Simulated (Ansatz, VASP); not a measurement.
**InP in VASP and in Ansatz**

INCAR

```
ALGO = Normal ; EDIFF = 1E-7
EDIFFG = -0.002 ; ENCUT = 450
GGA = PS ; GGA_COMPAT = F
IBRION = 2 ; ISIF = 2
ISMEAR = 0 ; LASPH = T
LCHARG = F ; LREAL = F
LWAVE = F ; NELM = 120
NELMIN = 4 ; NSW = 60
PREC = Accurate ; SIGMA = 0.02
```

Contents of KPOINTS:

```
k-points
0
Gamma
  10 10 10
```

File POSCAR:

```
InP
1.0
    0.0000000000      2.9238357981      2.9832759422
    2.9238357981      0.0000000000      2.9832759422
    2.9238357981      2.9238357981      0.0000000000
In P
1 1
Direct
    0.0000000000      0.0000000000      0.0000000000
    0.2500000000      0.2500000000      0.2500000000
```

Input for Ansatz:

```yaml
crystal:
  lattice:
    - [0.0, 2.9238357981, 2.9832759422]
    - [2.9238357981, 0.0, 2.9832759422]
    - [2.9238357981, 2.9238357981, 0.0]
  atoms:
    - { symbol: In, position: [0.0, 0.0, 0.0] }
    - { symbol: P, position: [0.25, 0.25, 0.25] }
basis:
  ecutwfc: 420
kpoints:
  mp_grid: { grid: [10, 10, 10] }
hamiltonian:
  xc: pbesol
  pseudopotentials: { kind: paw }
scf:
  occupations: { method: gaussian, width: 0.02 }
output:
  forces: true
  stress: true
  eigenvalues: true
relax:
  adjacent_minimum: "off"
  f_tol: 0.002
  max_steps: 40
```

Change from the starting cell: strained cell.

Alike in both runs: task relaxation of the atoms; functional PBEsol; k mesh 10 × 10 × 10; occupations gaussian, width 0.02 eV; no spin polarisation.

```csv
,VASP,Ansatz
version,VASP 6.6.1,Ansatz 0.2.0
potentials or method,"VASP PAW PBE potentials, release 64 (In_d, P), cutoff 450 eV","scalar-relativistic, plane waves, PAW"
valence electrons in the cell,18,18
```

|  | VASP | Ansatz | Ansatz less VASP |
| --- | --- | --- | --- |
| gap on the k mesh at the Fermi level, each at its own relaxed structure (eV) | 0.51 | 0.51 | +0.001 |

VASP's potentials were made for PBE, not for PBEsol. Ansatz's warnings: stress scf threshold loose.

Noted on VASP's run: the relaxation stopped at its first step, so nothing moved.
